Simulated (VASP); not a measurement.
A run of VASP 6.6.1 is set up as follows.

INCAR

```
SYSTEM = S
ALGO = Normal
EDIFF = 1E-7
ENCUT = 520
GGA = PE
ISIF = 2
ISMEAR = -1
LASPH = .True.
LCHARG = .False.
LREAL = .False.
LWAVE = .False.
NBANDS = 9
NELM = 100
PREC = Accurate
SIGMA = 0.08
```

KPOINTS

```
k-points
0
Gamma
  16 16 16
  0 0 0
```

File POSCAR:

```
S
1.0
    0.0000000000      1.4698558992      1.4698558992
    1.4698558992      0.0000000000      1.4698558992
    1.4698558992      1.4698558992      0.0000000000
S
1
Direct
    0.0000000000      0.0000000000      0.0000000000
```

Potentials or basis: VASP PAW PBE potentials, release 64 (S).

The run is started by

```sh
$ cat potpaw_PBE.64/S/POTCAR > POTCAR
$ mpirun -np 1 vasp_std > vasp.out
```

Predict the band gap on the k mesh.

zero (band 3 reaches 39.00 eV, above the bottom of band 4 at 17.31 eV).

Predict the pressure.

431.2 GPa.
